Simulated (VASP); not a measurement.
A run of VASP 6.6.1:

File INCAR:

```
SYSTEM = HgTe
PREC = Accurate
ENCUT = 520
EDIFF = 1E-7
ISMEAR = -1
SIGMA = 0.05
LREAL = .False.
LASPH = .True.
NELM = 100
ALGO = Normal
ISIF = 2
LWAVE = .False.
LCHARG = .False.
GGA = PS
IVDW = 12
NBANDS = 16
```

KPOINTS

```
regular mesh
0
Gamma
  7 7 7
  0 0 0
```

POSCAR

```
HgTe
1.0
    0.0000000000      3.2568009036      3.2568009036
    3.2568009036      0.0000000000      3.2568009036
    3.2568009036      3.2568009036      0.0000000000
Hg Te
1 1
Direct
    0.0000000000      0.0000000000      0.0000000000
    0.7500000000      0.7500000000      0.7500000000
```

Potentials or basis: VASP PAW PBE potentials, release 64 (Hg, Te).

Command:

```sh
$ cat potpaw_PBE.64/Hg/POTCAR potpaw_PBE.64/Te/POTCAR > POTCAR
$ mpirun -np 1 vasp_std > vasp.out
```

Hardware: 1 thread of Intel Xeon 8259CL, with other jobs on the host.

**Question.** How long does it take, and how much memory?

**Answer.** It took 37 s on 1 thread of Intel Xeon 8259CL, on a shared host, peak memory 0.22 GiB. Counts: scf iterations 13, k points 20.
